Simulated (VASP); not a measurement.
# KI (zincblende type) (F-43m) in VASP: electric field gradients with PBE

Aim: the electric field gradients of KI (zincblende type) with PBE.

All numbers are computed with VASP 6.6.1; they aren't measurements. Logs are shortened: lines on timing, memory, paths and dates and some standing lists are left out, and cuts for length are marked.

## 1. The cell of the first run

It takes space group F-43m (No. 216, cubic). Conventional cell: a = 7.854 Å, b = 7.854 Å, c = 7.854 Å, α = 90.00°, β = 90.00°, γ = 90.00°. K (site symmetry -43m) has 4 I at 3.40 Å within 4.5 Å. Within 4.5 Å of I (site symmetry -43m) lie 4 K at 3.40 Å.

## 2. Electric field gradients, PBE

Contents of INCAR:

```
SYSTEM = KI
PREC = Accurate ; ENCUT = 520
EDIFF = 1E-8 ; ISMEAR = -1
SIGMA = 0.03 ; LREAL = .False.
LASPH = .True. ; NELM = 60
ALGO = Normal ; ISIF = 2
LWAVE = .False. ; LCHARG = .False.
GGA = PE ; LEFG = .True.
ISYM = 0 ; NBANDS = 15
KPAR = 2
```

Contents of KPOINTS:

```
Automatic mesh
0
Gamma
  11 11 11
  0.5 0.5 0.5
```

Contents of POSCAR:

```
KI
1.0
    0.0000000000      3.9268444777      3.9268444777
    3.9268444777      0.0000000000      3.9268444777
    3.9268444777      3.9268444777      0.0000000000
K I
1 1
Direct
    0.0000000000      0.0000000000      0.0000000000
    0.2500000000      0.2500000000      0.2500000000
```

Potentials or basis: VASP PAW PBE potentials, release 64 (K_sv, I).

Run with:

```
cat potpaw_PBE.64/K_sv/POTCAR potpaw_PBE.64/I/POTCAR > POTCAR
mpirun -np 2 vasp_std > vasp.out
```

OUTCAR:

```text
SYSTEM = KI
   PREC = Accurate
   ENCUT = 520
   EDIFF = 1E-8
   ISMEAR = -1
   LREAL = .False.
   LASPH = .True.
   NELM = 60
   ISIF = 2
   GGA = PE
   ISYM = 0

 ion  position               nearest neighbor table
   1  0.000  0.000  0.000-   2 3.40   2 3.40   2 3.40   2 3.40
   2  0.250  0.250  0.250-   1 3.40   1 3.40   1 3.40   1 3.40

IMPORTANT INFORMATION: All symmetrisations will be switched off!
NOSYMM: (Re-)initialisation of all symmetry stuff for point group C_1.

----------------------------------------------------------------------------------------

                                     Primitive cell

  volume of cell :     121.1047

  direct lattice vectors                    reciprocal lattice vectors
     0.000000000  3.926844478  3.926844478    -0.127328699  0.127328699  0.127328699
     3.926844478  0.000000000  3.926844478     0.127328699 -0.127328699  0.127328699
     3.926844478  3.926844478  0.000000000     0.127328699  0.127328699 -0.127328699

  length of vectors
     5.553396718  5.553396718  5.553396718     0.220539777  0.220539777  0.220539777

  position of ions in fractional coordinates (direct lattice)
     0.000000000  0.000000000  0.000000000
     0.250000000  0.250000000  0.250000000

  ion indices of the primitive-cell ions
   primitive index   ion index
                 1           1
                 2           2

----------------------------------------------------------------------------------------

 KPOINTS: Automatic mesh

Automatic generation of k-mesh.
 Grid dimensions read from file:
 generate k-points for:   11   11   11

 Generating k-lattice:

  Cartesian coordinates                     Fractional coordinates (reciprocal lattice)
    -0.011575336  0.011575336  0.011575336     0.090909091  0.000000000  0.000000000
     0.011575336 -0.011575336  0.011575336     0.000000000  0.090909091  0.000000000
     0.011575336  0.011575336 -0.011575336     0.000000000  0.000000000  0.090909091

  Length of vectors
     0.020049071  0.020049071  0.020049071

  Shift w.r.t. Gamma in fractional coordinates (k-lattice)
     0.500000000  0.500000000  0.500000000

 Subroutine IBZKPT returns following result:
 ===========================================

 Found   2664 irreducible k-points:

 Following reciprocal coordinates:
            Coordinates               Weight
  0.045455  0.045455  0.045455      2.000000
  0.045455  0.000000  0.000000      2.000000
  0.000000  0.000000 -0.045455      2.000000
  0.000000  0.045455  0.000000      2.000000
  0.136364  0.045455  0.045455      2.000000
  0.045455  0.136364  0.045455      2.000000
[... 16 lines left out ...]
  0.000000  0.181818 -0.045455      2.000000
  0.181818  0.000000 -0.045455      2.000000
 [... further k-points ...]
   k-points           NKPTS =   2664   k-points in BZ     NKDIM =   2664   number of bands    NBANDS=     15
   number of dos      NEDOS =    301   number of ions     NIONS =      2
   total plane-waves  NPLWV =  74088
   dimension x,y,z NGX =    42 NGY =   42 NGZ =   42
   dimension x,y,z NGXF=    84 NGYF=   84 NGZF=   84
   ions per type =               1   1
   NGX,Y,Z   is equivalent  to a cutoff of  12.57, 12.57, 12.57 a.u.
   NGXF,Y,Z  is equivalent  to a cutoff of  25.15, 25.15, 25.15 a.u.
 SYSTEM =  KI
   PREC   = accura    normal or accurate (medium, high low for compatibility)
   ISTART =      0    job   : 0-new  1-cont  2-samecut
   ICHARG =      2    charge: 1-file 2-atom 10-const
   ISPIN  =      1    spin polarized calculation?
   LNONCOLLINEAR =      F non collinear calculations
   LSORBIT =      F    spin-orbit coupling
   LASPH  =      T    aspherical Exc in radial PAW
   ENCUT  =  520.0 eV  38.22 Ry    6.18 a.u.  10.33 10.33 10.33*2*pi/ulx,y,z
   NELM   =     60;   NELMIN=  2; NELMDL= -5     # of ELM steps
   EDIFF  = 0.1E-07   stopping-criterion for ELM
   LREAL  =      F    real-space projection
   EDIFFG = 0.1E-06   stopping-criterion for IOM
   NSW    =      0    number of steps for IOM
   IBRION =     -1    ionic relax: 0-MD 1-quasi-New 2-CG
   NFREE  =      0    steps in history (QN), initial steepest desc. (CG)
   ISIF   =      2    stress and relaxation
   ISYM   =      0    0-nonsym 1-usesym 2-fastsym
   POTIM  = 0.5000    time-step for ionic-motion
   TEBEG  =    0.0;   TEEND  =   0.0 temperature during run
   PSTRESS=    0.0 pullay stress
   NELECT =      16.0000    total number of electrons
   NUPDOWN=      -1.0000    fix difference up-down
   EMIN   =  10.00;   EMAX   =-10.00  energy-range for DOS
   EFERMI =   0.00;   METHOD = LEGACY
   ISMEAR =    -1;   SIGMA  =   0.03  broadening in eV -4-tet -1-fermi 0-gaus
   EFERMI_NEDOS =   21; number of points for ismear=-14 and -15
   IALGO  =     38    algorithm
   IMIX   =      4    mixing-type and parameters
     AMIX     =   0.40;   BMIX     =  1.00
     AMIX_MAG =   1.60;   BMIX_MAG =  1.00
  volume/ion in A,a.u.               =      60.55       408.63
  Fermi-wavevector in a.u.,A,eV,Ry     =   0.833799  1.575651  9.459042  0.695220
  Thomas-Fermi vector in A             =   1.947083
   LORBIT       =      0    0 simple, 1 ext, 2 COOP (PROOUT), +10 PAW based schemes
   GGA     = PE    functional components
   LHFCALC =     F    Hartree Fock is set to
   AEXX    =    0.0000 exact exchange contribution
   IVDW    =     0    specifies the selected vdW correction
   LEPSILON=     F    determine dielectric tensor
   LRPA    =     F    only Hartree local field effects (RPA)
 non-spin polarized calculation
  energy-cutoff  :      520.00
  volume of cell :      121.10
 maximum number of plane-waves:      3283
 NGX is ok and might be reduce to    42
   NGX = 21   NGY = 21   NGZ = 21

 number of electron      16.0000000 magnetization

 Free energy of the ion-electron system (eV)
  ---------------------------------------------------
  ext. energy  EPLUGINS =         0.00000000
  ---------------------------------------------------
  free energy    TOTEN  =        -5.37888095 eV

  energy without entropy =       -5.37888095  energy(sigma->0) =       -5.37888095

 E-fermi :  -1.3749     XC(G=0):  -5.8269

 val. band max:       -2.0915005260   @ k =  -0.1818   0.1364   0.0000
 cond. band min:       1.9174608993   @ k =   0.0000   0.0000  -0.0455
 fundamental gap:      4.0089614253
 Fermi energy:        -1.3748545167

 k-point     1 :       0.0455    0.0455    0.0455
  band No.  band energies     occupation
      1     -30.4857      2.00000
      2     -13.9865      2.00000
      3     -13.9851      2.00000
      4     -13.9851      2.00000
      5     -12.1194      2.00000
      6      -2.1087      2.00000
      7      -2.0961      2.00000
      8      -2.0961      2.00000
      9       1.9175      0.00000
     10       5.4547      0.00000
     11       5.4547      0.00000
     12       6.1079      0.00000
     13       6.1813      0.00000
     14       6.1813      0.00000
     15       7.1038      0.00000

 k-point     2 :       0.0455    0.0000    0.0000
  band No.  band energies     occupation
      1     -30.4857      2.00000
      2     -13.9865      2.00000
      3     -13.9851      2.00000
      4     -13.9851      2.00000
      5     -12.1194      2.00000
      6      -2.1087      2.00000
      7      -2.0961      2.00000
      8      -2.0961      2.00000
      9       1.9175      0.00000
     10       5.4547      0.00000
     11       5.4547      0.00000
     12       6.1079      0.00000
     13       6.1813      0.00000
     14       6.1813      0.00000
     15       7.1038      0.00000
[... 365 lines left out ...]
      3     -13.9867      2.00000
      4     -13.9860      2.00000
      5     -12.0811      2.00000
      6      -2.2899      2.00000
      7      -2.1052      2.00000
      8      -2.0942      2.00000
      9       2.4660      0.00000
     10       5.1139      0.00000
     11       5.2499      0.00000
     12       5.6607      0.00000
     13       6.4496      0.00000
     14       6.5326      0.00000
     15       6.5819      0.00000

 k-point    24 :       0.1818    0.0000   -0.0455
  band No.  band energies     occupation
      1     -30.4855      2.00000
      2     -14.0096      2.00000
      3     -13.9867      2.00000
      4     -13.9860      2.00000
      5     -12.0811      2.00000
      6      -2.2899      2.00000
      7      -2.1052      2.00000
      8      -2.0942      2.00000
      9       2.4660      0.00000
     10       5.1139      0.00000
     11       5.2499      0.00000
     12       5.6607      0.00000
     13       6.4496      0.00000
     14       6.5326      0.00000
     15       6.5819      0.00000

 [... further k-points ...]

------------------------ aborting loop because EDIFF is reached ----------------------------------------

  FORCE on cell =-STRESS in cart. coord.  units (eV):
  Direction    XX          YY          ZZ          XY          YZ          ZX
  --------------------------------------------------------------------------------------
  -------------------------------------------------------------------------------------
  Total        0.3293377      0.3293377      0.3293377      0.0000010      0.0000010      0.0000010
  in kB        4.3570335      4.3570336      4.3570336      0.0000135      0.0000133      0.0000135
  external PRESSURE =       4.3570335 kB  Pullay stress =       0.0000000 kB

 VOLUME and BASIS-vectors are now :
 -----------------------------------------------------------------------------
  energy-cutoff  :      520.00
  volume of cell :      121.10
      direct lattice vectors                 reciprocal lattice vectors
     0.000000000  3.926844478  3.926844478    -0.127328699  0.127328699  0.127328699
     3.926844478  0.000000000  3.926844478     0.127328699 -0.127328699  0.127328699
     3.926844478  3.926844478  0.000000000     0.127328699  0.127328699 -0.127328699

 POSITION                                       TOTAL-FORCE (eV/Angst)
 -----------------------------------------------------------------------------------
      0.00000      0.00000      0.00000         0.000000      0.000000      0.000000
      1.96342      1.96342      1.96342        -0.000000     -0.000000     -0.000000
 -----------------------------------------------------------------------------------
    total drift:                                0.000001      0.000001      0.000000

  FREE ENERGIE OF THE ION-ELECTRON SYSTEM (eV)
  ---------------------------------------------------
  free  energy   TOTEN  =        -5.3788809513 eV

  energy  without entropy=       -5.3788809513  energy(sigma->0) =       -5.37888095

 Electric field gradients (V/A^2)
---------------------------------------------------------------------
 ion       V_xx      V_yy      V_zz      V_xy      V_xz      V_yz
---------------------------------------------------------------------
   1      -0.000    -0.000     0.000     0.000     0.000     0.000
   2      -0.000     0.000    -0.000     0.000     0.000     0.000
---------------------------------------------------------------------

 Electric field gradients after diagonalization (V/A^2)
 (convention: |V_zz| > |V_xx| > |V_yy|)
----------------------------------------------------------------------
 ion       V_xx      V_yy      V_zz     asymmetry (V_yy - V_xx)/ V_zz
----------------------------------------------------------------------
   1      -0.000    -0.000     0.001       0.000
   2      -0.000    -0.000     0.000       0.006
----------------------------------------------------------------------

           NMR quadrupolar parameters

 Cq : quadrupolar parameter    Cq=e*Q*V_zz/h
 eta: asymmetry parameters     (V_yy - V_xx)/ V_zz
 Q  : nuclear electric quadrupole moment in mb (millibarn)
----------------------------------------------------------------------
 ion       Cq(MHz)       eta       Q (mb)
----------------------------------------------------------------------
   1       0.000       0.000       1.000
   2       0.000       0.006       1.000
----------------------------------------------------------------------
```

Run time: 33 min. Hardware: 2 MPI ranks of Intel Xeon Platinum 8488C (Sapphire Rapids), shared host; peak memory 4.2 GiB.

What came out:

```
Free energy                             : -5.3789 eV
Pressure                                : 0.4 GPa
Band gap on the k mesh                  : 4.01 eV
Largest electric field gradient by atom : under 0.05 V/Å² on every atom
```

Caveat: spin-orbit coupling is left out, which moves the levels of the heavy elements; a shifted mesh leaves out Γ, where band edges can lie.
